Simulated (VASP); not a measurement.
## BaZrO3: single point with PBEsol+U

BaZrO3:

```
Ba Zr O
1.0
     4.18854    0.00000    0.00000
     0.00000    4.18854    0.00000
     0.00000    0.00000    4.18854
Ba Zr O
1 1 3
Direct
  0.00000 0.00000 0.00000
  0.50000 0.50000 0.50000
  0.50000 0.50000 0.00000
  0.50000 0.00000 0.50000
  0.00000 0.50000 0.50000
```

```yaml
Program: VASP 6.6.1
Task: single point
Functional: PBEsol
Potentials_or_basis: VASP PAW PBE potentials, release 64 (Ba_sv, Zr_sv, O)
Cutoff: 520 eV
k_mesh: 6 × 6 × 6
Occupations: fermi-dirac, width 0.05 eV
Spin: no spin polarisation
Hubbard_terms: Zr d U = 2.0 eV
```

```json
{"Pressure": "2.3 GPa", "Band gap on the k mesh": "3.39 eV, indirect (least direct gap 3.64 eV)"}
```

Levels at points of the mesh, in eV from the valence-band top:
| k point | band 17 | band 18 | band 19 | band 20 | band 21 | band 22 | band 23 | band 24 |
| --- | --- | --- | --- | --- | --- | --- | --- | --- |
| (0.00, 0.00, 0.00) | -1.01 | -0.25 | -0.25 | -0.25 | 3.39 | 3.39 | 3.39 | 4.52 |
| (0.50, 0.00, 0.00) | -1.71 | -1.71 | -0.50 | -0.50 | 3.91 | 6.02 | 6.02 | 6.36 |
| (0.50, 0.50, 0.00) | -0.95 | -0.95 | -0.85 | -0.08 | 5.95 | 5.95 | 6.45 | 6.64 |
| (0.50, 0.50, 0.50) | -2.51 | 0.00 | 0.00 | 0.00 | 5.87 | 5.87 | 5.87 | 7.36 |

Eigenvalues of the final occupation matrices:
```
    site  spin  trace               eigenvalues
site 2 d     1   0.70  0.09 0.09 0.09 0.21 0.21
site 2 d     2   0.70  0.09 0.09 0.09 0.21 0.21
```

Run time: 25 s on 1 thread of Intel(R) Xeon(R) 6975P-C (Granite Rapids), with other jobs on the host, peak memory 0.2 GiB.

Caveat: the PAW data sets were made with another functional, which shifts forces and pressure a little; spin-orbit coupling is left out, which moves the levels of the heavy elements. A k mesh can miss the band edges.
